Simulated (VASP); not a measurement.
Write the native input for VASP 6.6.1 that does the following.

| Item | Value |
| --- | --- |
| Task | single point |
| Functional | PBEsol |
| Potentials or basis | VASP PAW PBE potentials, release 64 (Sn_d) |
| Cutoff | 520 eV |
| k mesh | 11 × 11 × 11 |
| Occupations | methfessel-paxton, width 0.2 eV |
| Spin | no spin polarisation |
| Dipole correction | no |
| Further INCAR settings | ALGO = Normal; EDIFF = 1e-06; NBANDS = 13 |

The structure of Sn lies in POSCAR:

```
Sn
1.0
   -1.8946500000      1.8946500000      1.8946500000
    1.8946500000     -1.8946500000      1.8946500000
    1.8946500000      1.8946500000     -1.8946500000
Sn
1
Direct
    0.0000000000      0.0000000000      0.0000000000
```

These files were run (other wordings do the same):

INCAR

```
SYSTEM = Sn
  PREC = Accurate
  ENCUT = 520
  EDIFF = 1E-6
  ISMEAR = 1
  SIGMA = 0.2
  LREAL = .FALSE.
  LASPH = .TRUE.
  NELM = 100
  ALGO = Normal
  ISIF = 2
  LWAVE = .FALSE.
  LCHARG = .FALSE.
  GGA = PS
  NBANDS = 13
```

KPOINTS

```
Automatic mesh
0
G
  11 11 11
  0 0 0
```

Potentials or basis: VASP PAW PBE potentials, release 64 (Sn_d).

The run is started by

```console
$ cat potpaw_PBE.64/Sn_d/POTCAR > POTCAR
$ mpirun -np 1 vasp_std > vasp.out
```

Results of the run:

| Item | Value |
| --- | --- |
| Pressure | -1.7 GPa |
| Band gap on the k mesh | zero (band 7 reaches 15.86 eV, above the bottom of band 8 at 5.54 eV) |

Caveat: the PAW data sets were made with another functional, which shifts forces and pressure a little; spin-orbit coupling is left out, which moves the levels of the heavy elements.

It took 18 s on 1 thread of Intel Xeon 8259CL, on a shared host, peak memory 0.14 GiB.
